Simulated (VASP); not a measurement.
Here is a VASP 6.6.1 calculation.

The input INCAR:

```
SYSTEM = Be
PREC = Accurate
ENCUT = 520
EDIFF = 1E-6
ISMEAR = 0
SIGMA = 0.1
LREAL = .FALSE.
LASPH = .TRUE.
NELM = 60
ALGO = Fast
ISIF = 2
LWAVE = .FALSE.
LCHARG = .FALSE.
GGA = PE
NBANDS = 9
```

Contents of KPOINTS:

```
Automatic mesh
0
G
  8 8 6
  0 0 0
```

POSCAR

```
Be
1.0
    2.1401401200      0.0000000000      0.0000000000
    0.0000000000      2.2195273500      0.0000000000
    0.0000000000      0.0000000000      3.4269682200
Be
2
Direct
    0.0000000000      0.5000000000      0.8431039200
    0.5000000000      0.0000000000      0.1568960800
```

Potentials or basis: VASP PAW PBE potentials, release 64 (Be).

Run with:

```sh
$ cat potpaw_PBE.64/Be/POTCAR > POTCAR
$ mpirun -np 1 vasp_std > vasp.out
```

Q: What does it give for the largest force?

A: 3.388 eV/Å.

Q: What does it give for the pressure?

A: 25.0 GPa.

Q: Estimate the band gap on the k mesh.

A: Zero (band 2 reaches 7.94 eV, above the bottom of band 3 at 6.16 eV).

Forces in eV/Å, atoms in the order of the input:
```
Be   0.000  0.000 -3.388
Be   0.000  0.000  3.388
```

Caveat: the k points lie up to 0.37 Å⁻¹ apart; forces of over 1 eV/Å act on the atoms, so gaps and moduli don't describe the material at rest.
